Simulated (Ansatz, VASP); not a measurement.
# SiC: VASP beside Ansatz

```
Si C
1.0
     3.03443    0.00000    0.00000
    -1.51721    2.62789    0.00000
     0.00000    0.00000    4.97978
Si C
2 2
Direct
  0.66667 0.33333 0.50000
  0.33333 0.66667 0.00000
  0.66667 0.33333 0.88500
  0.33333 0.66667 0.38500
```

Alike in both runs: task single point; functional r2SCAN; dispersion D4; k mesh 10 × 10 × 5; occupations fermi-dirac, width 0.05 eV; no spin polarisation.

```csv
,VASP,Ansatz
version,VASP 6.6.1,Ansatz 0.2.0
potentials or method,"VASP PAW PBE potentials, release 64 (Si, C)",Ansatz PAW
plane-wave cutoff (eV),520,500
valence electrons in the cell,16,16
```

Ansatz gave:

- gap on the k mesh at the Fermi level (eV): 2.80
- least direct gap on the mesh (eV): 4.68
- pressure (GPa): 8.6
- traceless stress, the component that is largest in VASP (GPa): -3.95
- rms of the force components (eV/Å): 0.483

Question: What did VASP give for the same quantities?

Answer: gap on the k mesh at the Fermi level (eV): 2.81; least direct gap on the mesh (eV): 4.69; pressure (GPa): 8.4; traceless stress, the component that is largest in VASP (GPa): -3.89; rms of the force components (eV/Å): 0.481.

VASP's potentials were made for PBE, not for r2SCAN. Atom by atom the forces differ by 0.001 eV/Å (rms over components).

Noted on Ansatz's run: odd divisions of the mesh miss points on the zone boundary, where band edges often lie, so the gap on the mesh can be too wide.
